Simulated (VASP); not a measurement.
Crystal: NbRu3.

```xyz
4
Lattice="3.8939 0.0000 0.0000 0.0000 3.8939 0.0000 0.0000 0.0000 3.8939" Properties=species:S:1:pos:R:3 pbc="T T T"
Nb    0.0000    0.0000    0.0000
Ru    0.0000    1.9470    1.9470
Ru    1.9470    0.0000    1.9470
Ru    1.9470    1.9470    0.0000
```

* Program: VASP 6.6.1
* Task: relaxation of cell and atoms
* Functional: LDA
* Potentials or basis: VASP PAW LDA potentials, release 64 (Nb_sv, Ru_pv)
* Cutoff: 600 eV
* k mesh: 12 × 12 × 12
* Occupations: gaussian, width 0.1 eV
* Spin: no spin polarisation

At the start: pressure -13.9 GPa; volume 14.76 Å³/atom.

Q: How do energy, volume and symmetry change on relaxing?

A: Over 7 steps the energy falls by 32.5 meV/atom and the volume is 14.04 Å³/atom (-4.9 %); space group Pm-3m (No. 221, to 0.05 Å).

The path:
```
step  energy change (eV)  largest force (eV/Å)  pressure (GPa)  volume (Å³)
   1              0.0000                0.0000          -13.88        59.04
   2              1.0979                0.0000           60.48        48.78
   3             -0.1295                0.0000           -0.82        56.33
   4             -0.1299                0.0000           -0.20        56.21
   5             -0.1299                0.0000            0.10        56.16
   6             -0.1299                0.0000           -0.24        56.22
   7             -0.1299                0.0000            0.00        56.17
```

Final structure:
```
CELL_PARAMETERS angstrom
3.82983 0.00000 0.00000
0.00000 3.82983 0.00000
0.00000 0.00000 3.82983
ATOMIC_POSITIONS crystal
Nb 0.00000 0.00000 0.00000
Ru 0.00000 0.50000 0.50000
Ru 0.50000 0.00000 0.50000
Ru 0.50000 0.50000 0.00000
```
